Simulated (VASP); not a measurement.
Wanted: the native input for a VASP 6.6.1 run.

```
Task                   : single point
Functional             : PBEsol
Potentials or basis    : VASP PAW PBE potentials, release 64 (Sn_d)
Cutoff                 : 520 eV
k mesh                 : 22 × 22 × 22
Occupations            : gaussian, width 0.15 eV
Spin                   : no spin polarisation
Dipole correction      : no
Further INCAR settings : ALGO = Normal; EDIFF = 1e-07; NBANDS = 13
```

The structure of Sn lies in POSCAR:

```
Sn
1.0
   -1.8723950216      1.8723950216      1.8723950216
    1.8723950216     -1.8723950216      1.8723950216
    1.8723950216      1.8723950216     -1.8723950216
Sn
1
Direct
    0.0000000000      0.0000000000      0.0000000000
```

The input as run:

INCAR

```
PREC     = Accurate       # precision mode
ENCUT    = 520            # plane-wave cutoff, eV
EDIFF    = 1E-7           # SCF threshold, eV
ISMEAR   = 0              # smearing method
SIGMA    = 0.15           # smearing width, eV
LREAL    = False          # projectors in reciprocal space
LASPH    = True           # aspherical terms in the spheres
NELM     = 100            # most SCF steps
ALGO     = Normal         # electronic algorithm
ISIF     = 2              # what is computed and relaxed
LWAVE    = False          # write WAVECAR
LCHARG   = False          # write CHGCAR
GGA      = PS             # functional
NBANDS   = 13             # bands
```

KPOINTS

```
Automatic mesh
0
Gamma
  22 22 22
```

Potentials or basis: VASP PAW PBE potentials, release 64 (Sn_d).

Launch:

```console
$ cat potpaw_PBE.64/Sn_d/POTCAR > POTCAR
$ mpirun -np 1 vasp_std > vasp.out
```

Results of the run:

```yaml
Pressure: -0.4 GPa
Band_gap_on_the_k_mesh: zero (band 7 reaches 16.63 eV, above the bottom of band 8 at 5.82 eV)
```

Caveat: the PAW data sets were made with another functional, which shifts forces and pressure a little; spin-orbit coupling is left out, which moves the levels of the heavy elements.

It took 30 s on 1 thread of Intel(R) Xeon(R) Platinum 8375C CPU @ 2.90GHz (Ice Lake) (shared host), peak memory 0.22 GiB.
